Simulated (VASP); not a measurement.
K4PH4S3O16 (a cell with a defect), 28 atoms in the cell. The cell holds a defect, 28 atoms: a = 7.461 Å, b = 7.694 Å, c = 7.721 Å, α = 70.79°, β = 87.85°, γ = 85.53°. 

* Program: VASP 6.6.1
* Task: single point
* Functional: PBE
* Potentials or basis: VASP PAW PBE potentials, release 64 (K_sv, H, P, S, O)
* Cutoff: 520 eV
* k mesh: 1 × 1 × 1
* Occupations: fermi-dirac, width 0.05 eV
* Spin: no spin polarisation
* Dipole correction: no
* Charge: -1
* Further INCAR settings: ALGO = Normal; EDIFF = 1e-06; NBANDS = 100; NELECT = 160.0

Potentials or basis: VASP PAW PBE potentials, release 64 (K_sv, H, P, S, O).

Command:

```bash
$ cat potpaw_PBE.64/K_sv/POTCAR potpaw_PBE.64/H/POTCAR potpaw_PBE.64/P/POTCAR potpaw_PBE.64/S/POTCAR potpaw_PBE.64/O/POTCAR > POTCAR
$ mpirun -np 1 vasp_gam > vasp.out
```

Hardware: 1 thread of Intel Xeon 8259CL (shared host).

**Question.** How long does it take, and how much memory?

**Answer.** Wall time 2 min on 1 thread of Intel Xeon 8259CL, on a shared host, peak memory 0.48 GiB. Counts: scf iterations 16, k points 1.
